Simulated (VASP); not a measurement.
The system is Zn.

```
CELL_PARAMETERS angstrom
-1.56904 1.56904 1.56904
1.56904 -1.56904 1.56904
1.56904 1.56904 -1.56904
ATOMIC_POSITIONS crystal
Zn 0.00000 0.00000 0.00000
```

| Item | Value |
| --- | --- |
| Program | VASP 6.6.1 |
| Task | relaxation of cell and atoms |
| Functional | PBEsol |
| Potentials or basis | VASP PAW PBE potentials, release 64 (Zn) |
| Cutoff | 600 eV |
| k mesh | 12 × 12 × 12 |
| Occupations | fermi-dirac, width 0.05 eV |
| Spin | no spin polarisation |

At the start: pressure -4.9 GPa; volume 15.45 Å³/atom.

Question: How do energy, volume and symmetry change on relaxing?

Answer: Over 4 steps the energy falls by 19.1 meV/atom and the volume is 14.31 Å³/atom (-7.4 %); space group Im-3m (No. 229, to 0.05 Å).

Step by step:
```tsv
step	energy change (eV)	largest force (eV/Å)	pressure (GPa)	volume (Å³)
1	0.0000	0.0000	-4.95	15.45
2	-0.0190	0.0000	-0.68	14.41
3	-0.0191	0.0000	0.30	14.27
4	-0.0191	0.0000	0.02	14.31
```

Final structure:
```
Zn
1.0
    -1.52955    1.52955    1.52955
     1.52955   -1.52955    1.52955
     1.52955    1.52955   -1.52955
Zn
1
Direct
  0.00000 0.00000 0.00000
```

Caveat: the PAW data sets were made with another functional, which shifts forces and pressure a little.
